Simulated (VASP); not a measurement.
Input of a VASP 6.6.1 run:

INCAR

```
SYSTEM = LiTaBe2N3
ALGO     = Normal         ! electronic algorithm
EDIFF    = 1E-6           ! SCF threshold, eV
ENCUT    = 750            ! plane-wave cutoff, eV
GGA      = PE             ! functional
GGA_COMPAT= .False.      
ISIF     = 2              ! what is computed and relaxed
ISMEAR   = 0              ! smearing method
LASPH    = .True.         ! aspherical terms in the spheres
LCHARG   = .False.        ! write CHGCAR
LREAL    = .False.        ! projectors in reciprocal space
LWAVE    = .False.        ! write WAVECAR
NBANDS   = 26             ! bands
NELM     = 120            ! most SCF steps
PREC     = Accurate       ! precision mode
SIGMA    = 0.15           ! smearing width, eV
```

KPOINTS

```
k-points
0
Gamma
  3 3 3
  0 0 0
```

POSCAR

```
LiTaBe2N3
1.0
    5.1180576790      0.0000000032      0.0000000000
   -2.5590288423      4.4323679665      0.0000000000
    0.0000000000      0.0000000000      5.6251182364
Li Ta Be N
1 1 2 3
Direct
    0.0000000000      0.0000000000      0.5000000000
    0.0000000000      0.0000000000      0.0000000000
    0.3333333333      0.6666666667      0.0000000000
    0.6666666667      0.3333333333      0.0000000000
    0.5000000000      0.0000000000      0.0000000000
    0.0000000000      0.5000000000      0.0000000000
    0.5000000000      0.5000000000      0.0000000000
```

Potentials or basis: VASP PAW PBE potentials, release 64 (Li_sv, Ta_pv, Be, N).

Launch:

```console
$ cat potpaw_PBE.64/Li_sv/POTCAR potpaw_PBE.64/Ta_pv/POTCAR potpaw_PBE.64/Be/POTCAR potpaw_PBE.64/N/POTCAR > POTCAR
$ mpirun -np 1 vasp_std > vasp.out
```

Question: What does it give for the band gap on the k mesh?

Answer: Zero (an odd number of electrons rules out a gap without spin polarisation).

Question: Predict the pressure.

Answer: 0.4 GPa.

Stress tensor (GPa, compression positive):
```
0.26 0.00 0.00
0.00 0.26 0.00
0.00 0.00 0.62
```

Caveat: the k points lie up to 0.47 Å⁻¹ apart, too coarse for converged energies and pressures of a metal; spin-orbit coupling is left out, which moves the levels of the heavy elements.
